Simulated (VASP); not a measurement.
Crystal: LiH.

```
Li H
1.0
     3.25583    0.00000    0.00000
    -1.62791    2.81963    0.00000
     0.00000    0.00000    4.06844
Li H
2 2
Direct
  0.33333 0.66667 0.93749
  0.66667 0.33333 0.43749
  0.33333 0.66667 0.43751
  0.66667 0.33333 0.93751
```

Base run:

```yaml
Program: VASP 6.6.1
Functional: r2SCAN
Potentials_or_basis: VASP PAW PBE potentials, release 64 (Li_sv, H)
Cutoff: 520 eV
k_mesh: 12 × 12 × 6
Occupations: gaussian, width 0.01 eV
Spin: no spin polarisation
```

Its results: band gap on the k mesh 2.30 eV, indirect (least direct gap 3.61 eV).

Q: The run is repeated on the same cell with these changes: functional from r2SCAN to PBE; further incar settings from ALGO = Normal; EDIFF = 1e-07; NBANDS = 12 to ALGO = Normal; EDIFF = 1e-06; NBANDS = 12. What comes out?

A: Band gap on the k mesh 1.83 eV, indirect (least direct gap 3.07 eV).

A k mesh can miss the band edges.
